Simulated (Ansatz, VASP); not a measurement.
## TiAl in VASP and in Ansatz

The input INCAR:

```
SYSTEM = TiAl
PREC = Accurate
ENCUT = 520
EDIFF = 1E-7
ISMEAR = 0
SIGMA = 0.15
LREAL = .False.
LASPH = .True.
NELM = 60
ALGO = Fast
ISIF = 2
LWAVE = .False.
LCHARG = .False.
NBANDS = 14
```

KPOINTS

```
Automatic mesh
0
Gamma
  14 14 14
  0 0 0
```

File POSCAR:

```
TiAl
1.0
    3.0381738569      0.0000000000      0.0000000000
    0.0000000000      3.0381738569      0.0000000000
    0.0000000000      0.0000000000      3.1240862282
Ti Al
1 1
Direct
    0.0000000000      0.0000000000      0.0000000000
    0.5000000000      0.5000000000      0.5000000000
```

Input for Ansatz:

```yaml
crystal:
  lattice:
    - [3.0381738569, 0.0, 0.0]
    - [0.0, 3.0381738569, 0.0]
    - [0.0, 0.0, 3.1240862282]
  atoms:
    - { symbol: Ti, position: [0.0, 0.0, 0.0] }
    - { symbol: Al, position: [0.5, 0.5, 0.5] }
basis:
  ecutwfc: 520.0
kpoints:
  mp_grid: { grid: [14, 14, 14] }
hamiltonian:
  xc: lda
  pseudopotentials: { kind: paw, azcp: { folder: soft_1 } }
scf:
  occupations: { method: gaussian, width: 0.15 }
output:
  forces: true
  stress: true
  eigenvalues: true
```

Change from the starting cell: normal strain along x -0.0275, normal strain along y -0.0275.

Alike in both runs: task single point; functional LDA; k mesh 14 × 14 × 14; occupations gaussian, width 0.15 eV; no spin polarisation.

|  | VASP | Ansatz |
| --- | --- | --- |
| version | VASP 6.6.1 | Ansatz 0.2.0 |
| potentials or method | VASP PAW LDA potentials, release 64 (Ti_sv, Al), cutoff 520 eV | scalar-relativistic, plane waves, PAW |
| valence electrons in the cell | 15 | 15 |

|  | VASP | Ansatz | Ansatz less VASP |
| --- | --- | --- | --- |
| gap on the k mesh at the Fermi level (eV) | none | none | - |
| pressure (GPa) | 8.1 | 7.9 | -0.19 |
| traceless stress, the component that is largest in VASP (GPa) | 1.55 | 1.54 | -0.007 |

Ansatz warns that its potentials were made for another functional, while VASP's fit it. LDA's correlation is that of Perdew and Zunger in VASP and of Perdew and Wang (1992) in Ansatz. A gap of «none» marks a metal or a gap that the smearing closes.
